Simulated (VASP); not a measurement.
# SrO (Fm-3m) in VASP: further runs

SrO is run at these levels: PBEsol, LDA, PBE; tasks: single point.

Program: VASP 6.6.1. These are calculated values, not measurements. Logs are shortened: lines on timing, memory, paths and dates and some standing lists are left out, and cuts for length are marked.

**1. The cell of the first run**

The structure is cubic, space group Fm-3m (No. 225). The conventional cell has a = 5.123 Å, b = 5.123 Å, c = 5.123 Å, α = 90.00°, β = 90.00°, γ = 90.00°. Sr (site symmetry m-3m) has 6 O at 2.56 Å within 3.4 Å. Within 3.4 Å of O (site symmetry m-3m) lie 6 Sr at 2.56 Å.

**2. Single point, PBEsol**

INCAR reads:

```
ALGO = Normal
EDIFF = 1E-7
ENCUT = 520
GGA = PS
ISIF = 2
ISMEAR = -1
LASPH = T
LCHARG = F
LREAL = F
LWAVE = F
NBANDS = 15
NELM = 80
PREC = Accurate
SIGMA = 0.02
```

KPOINTS reads:

```
k-points
0
Gamma
  8 8 8
```

POSCAR reads:

```
SrO
1.0
    0.0000000000      2.5612505817      2.5612505817
    2.5612505817      0.0000000000      2.5612505817
    2.5612505817      2.5612505817      0.0000000000
Sr O
1 1
Direct
    0.0000000000      0.0000000000      0.0000000000
    0.5000000000      0.5000000000      0.5000000000
```

Potentials or basis: VASP PAW PBE potentials, release 64 (Sr_sv, O).

On the command line:

```console
cat potpaw_PBE.64/Sr_sv/POTCAR potpaw_PBE.64/O/POTCAR > POTCAR
mpirun -np 1 vasp_std > vasp.out
```

OUTCAR:

```text
EDIFF = 1E-7
   ENCUT = 520
   GGA = PS
   ISIF = 2
   ISMEAR = -1
   LASPH = T
   LREAL = F
   NELM = 80
   PREC = Accurate

 ion  position               nearest neighbor table
   1  0.000  0.000  0.000-   2 2.56   2 2.56   2 2.56   2 2.56   2 2.56   2 2.56
   2  0.500  0.500  0.500-   1 2.56   1 2.56   1 2.56   1 2.56   1 2.56   1 2.56

  LATTYP: Found a face centered cubic cell.
 ALAT       =     5.1225011634

  Lattice vectors:

 A1 = (   0.0000000000,   2.5612505817,   2.5612505817)
 A2 = (   2.5612505817,   0.0000000000,   2.5612505817)
 A3 = (   2.5612505817,   2.5612505817,   0.0000000000)

Analysis of symmetry for initial positions (statically):
=====================================================================
 Subroutine PRICEL returns:
 Original cell was already a primitive cell.

 Routine SETGRP: Setting up the symmetry group for a
 face centered cubic supercell.

 Subroutine GETGRP returns: Found 48 space group operations
 (whereof 48 operations were pure point group operations)
 out of a pool of 48 trial point group operations.

The static configuration has the point symmetry O_h .

Analysis of symmetry for dynamics (positions and initial velocities):
=====================================================================
 Subroutine PRICEL returns:
 Original cell was already a primitive cell.

 Routine SETGRP: Setting up the symmetry group for a
 face centered cubic supercell.

 Subroutine GETGRP returns: Found 48 space group operations
 (whereof 48 operations were pure point group operations)
 out of a pool of 48 trial point group operations.

The dynamic configuration has the point symmetry O_h .

 Subroutine INISYM returns: Found 48 space group operations
 (whereof 48 operations are pure point group operations),
 and found     1 'primitive' translations

----------------------------------------------------------------------------------------

                                     Primitive cell

  volume of cell :      33.6036

  direct lattice vectors                    reciprocal lattice vectors
     0.000000000  2.561250582  2.561250582    -0.195217135  0.195217135  0.195217135
     2.561250582  0.000000000  2.561250582     0.195217135 -0.195217135  0.195217135
     2.561250582  2.561250582  0.000000000     0.195217135  0.195217135 -0.195217135

  length of vectors
     3.622155309  3.622155309  3.622155309     0.338125996  0.338125996  0.338125996

[... 88 lines left out ...]
   POTIM  = 0.5000    time-step for ionic-motion
   TEBEG  =    0.0;   TEEND  =   0.0 temperature during run
   PSTRESS=    0.0 pullay stress
   NELECT =      16.0000    total number of electrons
   NUPDOWN=      -1.0000    fix difference up-down
   EMIN   =  10.00;   EMAX   =-10.00  energy-range for DOS
   EFERMI =   0.00;   METHOD = LEGACY
   ISMEAR =    -1;   SIGMA  =   0.02  broadening in eV -4-tet -1-fermi 0-gaus
   EFERMI_NEDOS =   21; number of points for ismear=-14 and -15
   IALGO  =     38    algorithm
   IMIX   =      4    mixing-type and parameters
     AMIX     =   0.40;   BMIX     =  1.00
     AMIX_MAG =   1.60;   BMIX_MAG =  1.00
  volume/ion in A,a.u.               =      16.80       113.38
  Fermi-wavevector in a.u.,A,eV,Ry     =   1.278359  2.415748 22.234657  1.634201
  Thomas-Fermi vector in A             =   2.410906
   LORBIT       =      0    0 simple, 1 ext, 2 COOP (PROOUT), +10 PAW based schemes
   GGA     = PS    functional components
   LHFCALC =     F    Hartree Fock is set to
   AEXX    =    0.0000 exact exchange contribution
   IVDW    =     0    specifies the selected vdW correction
   LEPSILON=     F    determine dielectric tensor
   LRPA    =     F    only Hartree local field effects (RPA)
 non-spin polarized calculation
  energy-cutoff  :      520.00
  volume of cell :       33.60
 maximum number of plane-waves:       934
   NGX = 13   NGY = 13   NGZ = 13

 number of electron      15.9999996 magnetization

 Free energy of the ion-electron system (eV)
  ---------------------------------------------------
  ext. energy  EPLUGINS =         0.00000000
  ---------------------------------------------------
  free energy    TOTEN  =       -12.63915963 eV

  energy without entropy =      -12.63915963  energy(sigma->0) =      -12.63915963

 E-fermi :   1.9689     XC(G=0): -10.3319

 val. band max:        1.5426847068   @ k =   0.0000   0.0000   0.0000
 cond. band min:       4.6896606607   @ k =   0.5000   0.5000   0.0000
 fundamental gap:      3.1469759539
 Fermi energy:         1.9688940574

 k-point     1 :       0.0000    0.0000    0.0000
  band No.  band energies     occupation
      1     -30.6553      2.00000
      2     -13.4694      2.00000
      3     -12.2958      2.00000
      4     -12.2958      2.00000
      5     -12.2958      2.00000
      6       1.5427      2.00000
      7       1.5427      2.00000
      8       1.5427      2.00000
      9       5.4460      0.00000
     10       7.7285      0.00000
     11       7.7285      0.00000
     12       7.7285      0.00000
     13       9.9495      0.00000
     14       9.9495      0.00000
[... 401 lines left out ...]
      2     -14.6917      2.00000
      3     -12.7109      2.00000
      4     -12.5412      2.00000
      5     -11.4682      2.00000
      6      -0.0827      2.00000
      7       0.6555      2.00000
      8       0.7397      2.00000
      9       7.8798      0.00000
     10       8.2319      0.00000
     11      10.9151      0.00000
     12      11.1131      0.00000
     13      13.2746      0.00000
     14      14.5474      0.00000
     15      14.9194      0.00000

 [... further k-points ...]

------------------------ aborting loop because EDIFF is reached ----------------------------------------

  FORCE on cell =-STRESS in cart. coord.  units (eV):
  Direction    XX          YY          ZZ          XY          YZ          ZX
  --------------------------------------------------------------------------------------
  -------------------------------------------------------------------------------------
  Total        0.1330598      0.1330598      0.1330598      0.0000000      0.0000000      0.0000000
  in kB        6.3441166      6.3441166      6.3441166      0.0000000      0.0000000      0.0000000
  external PRESSURE =       6.3441166 kB  Pullay stress =       0.0000000 kB

 VOLUME and BASIS-vectors are now :
 -----------------------------------------------------------------------------
  energy-cutoff  :      520.00
  volume of cell :       33.60
      direct lattice vectors                 reciprocal lattice vectors
     0.000000000  2.561250582  2.561250582    -0.195217135  0.195217135  0.195217135
     2.561250582  0.000000000  2.561250582     0.195217135 -0.195217135  0.195217135
     2.561250582  2.561250582  0.000000000     0.195217135  0.195217135 -0.195217135

 POSITION                                       TOTAL-FORCE (eV/Angst)
 -----------------------------------------------------------------------------------
      0.00000      0.00000      0.00000         0.000000      0.000000     -0.000000
      2.56125      2.56125      2.56125         0.000000      0.000000      0.000000
 -----------------------------------------------------------------------------------
    total drift:                                0.000000      0.000000      0.000000

  FREE ENERGIE OF THE ION-ELECTRON SYSTEM (eV)
  ---------------------------------------------------
  free  energy   TOTEN  =       -12.6391596303 eV

  energy  without entropy=      -12.6391596303  energy(sigma->0) =      -12.63915963
```

OSZICAR:

```text
N       E                     dE             d eps       ncg     rms          rms(c)
DAV:   1     0.681841852282E+02    0.68184E+02   -0.85001E+03   870   0.104E+03
DAV:   2    -0.114424561275E+02   -0.79627E+02   -0.72015E+02  1186   0.219E+02
DAV:   3    -0.145492506279E+02   -0.31068E+01   -0.30836E+01  1149   0.395E+01
DAV:   4    -0.146155863038E+02   -0.66336E-01   -0.66328E-01  1081   0.544E+00
DAV:   5    -0.146173253263E+02   -0.17390E-02   -0.17390E-02  1096   0.715E-01    0.174E+01
DAV:   6    -0.128091743489E+02    0.18082E+01   -0.56868E+00   891   0.184E+01    0.203E+01
DAV:   7    -0.126650274333E+02    0.14415E+00   -0.28507E-01  1052   0.470E+00    0.119E+01
DAV:   8    -0.126380763254E+02    0.26951E-01   -0.12190E-01  1136   0.339E+00    0.424E-01
DAV:   9    -0.126389786533E+02   -0.90233E-03   -0.58677E-03  1094   0.468E-01    0.229E-01
DAV:  10    -0.126390760228E+02   -0.97369E-04   -0.26861E-04   989   0.165E-01    0.866E-02
DAV:  11    -0.126391510629E+02   -0.75040E-04   -0.86893E-05   983   0.734E-02    0.248E-02
DAV:  12    -0.126391598457E+02   -0.87827E-05   -0.11578E-05   968   0.290E-02    0.105E-02
DAV:  13    -0.126391598588E+02   -0.13172E-07   -0.12157E-06   996   0.868E-03    0.278E-03
DAV:  14    -0.126391596220E+02    0.23688E-06   -0.74593E-08   875   0.234E-03    0.747E-04
DAV:  15    -0.126391596303E+02   -0.83387E-08   -0.65811E-09   484   0.680E-04
   1 F= -.12639160E+02 E0= -.12639160E+02  d E =-.348422E-11
```

Wall time 14 s (1 thread of Intel Xeon 6975P-C, shared host); peak memory 0.16 GiB.

What came out:

```
Free energy            : -12.6392 eV
Pressure               : 0.6 GPa
Band gap on the k mesh : 3.15 eV, indirect (least direct gap 3.23 eV)
```

Caveat: the PAW data sets were made with another functional, which shifts forces and pressure a little.

**3. Single point, LDA**

This run uses another cell than the first one, of 16.24 Å³/atom, 0.966 times its volume.

INCAR reads:

```
SYSTEM = SrO
PREC = Accurate
ENCUT = 520
EDIFF = 1E-6
ISMEAR = -1
SIGMA = 0.02
LREAL = .FALSE.
LASPH = .TRUE.
NELM = 60
ALGO = Normal
ISIF = 2
LWAVE = .FALSE.
LCHARG = .TRUE.
GGA = CA
LELF = .TRUE.
LVHAR = .TRUE.
NBANDS = 15
```

KPOINTS reads:

```
Automatic mesh
0
G
  8 8 8
  0 0 0
```

POSCAR reads:

```
SrO
1.0
    0.0000000000      2.5321730108      2.5321730108
    2.5321730108      0.0000000000      2.5321730108
    2.5321730108      2.5321730108      0.0000000000
Sr O
1 1
Direct
    0.0000000000      0.0000000000      0.0000000000
    0.5000000000      0.5000000000      0.5000000000
```

Potentials or basis: VASP PAW LDA potentials, release 64 (Sr_sv, O).

On the command line:

```console
cat potpaw_LDA.64/Sr_sv/POTCAR potpaw_LDA.64/O/POTCAR > POTCAR
mpirun -np 1 vasp_std > vasp.out
```

Wall time 12 s (1 thread of Intel Xeon 6975P-C, shared host); peak memory 0.15 GiB.

The run converged. Its results:

| Item | Value |
| --- | --- |
| Free energy | -13.3867 eV |
| Pressure | 0.8 GPa |
| Band gap on the k mesh | 3.06 eV, indirect (least direct gap 3.11 eV) |

Levels at points of the mesh, in eV from the valence-band top:
```csv
k point,band 6,band 7,band 8,band 9,band 10,band 11
"(0.00, 0.00, 0.00)",0.00,0.00,0.00,4.13,6.20,6.20
"(0.50, 0.00, 0.00)",-2.34,-1.25,-1.25,6.64,8.63,9.07
"(0.50, 0.50, 0.00)",-0.34,-0.05,-0.05,3.06,8.11,10.49
```

(Continued in part 2 of 2.)
